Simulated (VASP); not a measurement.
Set up this calculation in VASP 6.6.1, as the native input.

| Property | Result |
| --- | --- |
| Task | single point |
| Functional | PBE |
| Potentials or basis | VASP PAW PBE potentials, release 64 (B, N) |
| Cutoff | 520 eV |
| k mesh | 8 × 8 × 3 |
| Occupations | gaussian, width 0.01 eV |
| Spin | no spin polarisation |
| Dipole correction | no |
| Further INCAR settings | ALGO = Normal; EDIFF = 1e-07; NBANDS = 16 |

The structure of BN lies in POSCAR:

```
BN
1.0
    2.4982400000      0.0000000000      0.0000000000
   -1.2491200000      2.1635393000      0.0000000000
    0.0000000000      0.0000000000      6.6357000000
B N
2 2
Direct
    0.3333333333      0.6666666667      0.2500000000
    0.6666666667      0.3333333333      0.7500000000
    0.3433403783      0.6666666667      0.7500000000
    0.6666666667      0.3333333333      0.2500000000
```

The input as run:

INCAR

```
  ALGO = Normal
  EDIFF = 1E-7
  ENCUT = 520
  GGA = PE
  ISIF = 2
  ISMEAR = 0
  LASPH = T
  LCHARG = F
  LREAL = F
  LWAVE = F
  NBANDS = 16
  NELM = 80
  PREC = Accurate
  SIGMA = 0.01
```

KPOINTS

```
k-points
0
Gamma
  8 8 3
```

Potentials or basis: VASP PAW PBE potentials, release 64 (B, N).

The run is started by

```bash
$ cat potpaw_PBE.64/B/POTCAR potpaw_PBE.64/N/POTCAR > POTCAR
$ mpirun -np 1 vasp_std > vasp.out
```

It gave:

```yaml
Pressure: 5.3 GPa
Largest_force: 1.056 eV/Å
Band_gap_on_the_k_mesh: 4.23 eV, indirect (least direct gap 4.67 eV)
```

Caveat: this functional lacks dispersion, which binds the layers, so the pressure and a relaxed spacing across them are unreliable; forces of over 1 eV/Å act on the atoms, so gaps and moduli don't describe the material at rest.

Wall time 29 s on 1 thread of Intel Xeon 6975P-C (shared host), peak memory 0.16 GiB.
